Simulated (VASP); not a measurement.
Input of a VASP 6.6.1 run:

File INCAR:

```
SYSTEM = P
PREC = Accurate
ENCUT = 520
EDIFF = 1E-7
ISMEAR = 0
SIGMA = 0.1
LREAL = .False.
LASPH = .True.
NELM = 60
ALGO = Normal
ISIF = 2
LWAVE = .False.
LCHARG = .False.
GGA = PE
IVDW = 12
NBANDS = 30
```

The input KPOINTS:

```
regular mesh
0
Gamma
  10 4 8
  0 0 0
```

The input POSCAR:

```
P
1.0
    3.3225242949      0.0000000000      0.0000000000
    0.0000000000     10.1915207697      0.0000000000
    0.0000000000      0.0000000000      4.0835248816
P
8
Direct
    0.0000000000      0.8930536676      0.9314500365
    0.5000000000      0.8930536676      0.5685499635
    0.5000000000      0.6069463324      0.0685499635
    0.0000000000      0.6069463324      0.4314500365
    0.5000000000      0.3930536676      0.9314500365
    0.0000000000      0.3930536676      0.5685499635
    0.0000000000      0.1069463324      0.0685499635
    0.5000000000      0.1069463324      0.4314500365
```

Potentials or basis: VASP PAW PBE potentials, release 64 (P).

Command:

```sh
$ cat potpaw_PBE.64/P/POTCAR > POTCAR
$ mpirun -np 1 vasp_std > vasp.out
```

**Question.** What does it give for the band gap on the k mesh?

**Answer.** Zero (bands 20 and 21 overlap by 0.31 eV).

**Question.** Estimate the dispersion energy per atom.

**Answer.** -0.406 eV.

Stress tensor (GPa, compression positive):
```
 0.56  0.00  0.00
 0.00 -0.57  0.00
 0.00  0.00  0.54
```

Caveat: the cell differs from its parent crystal (strain along c alone, the other axes held: -2.0 %, then relaxed in part).
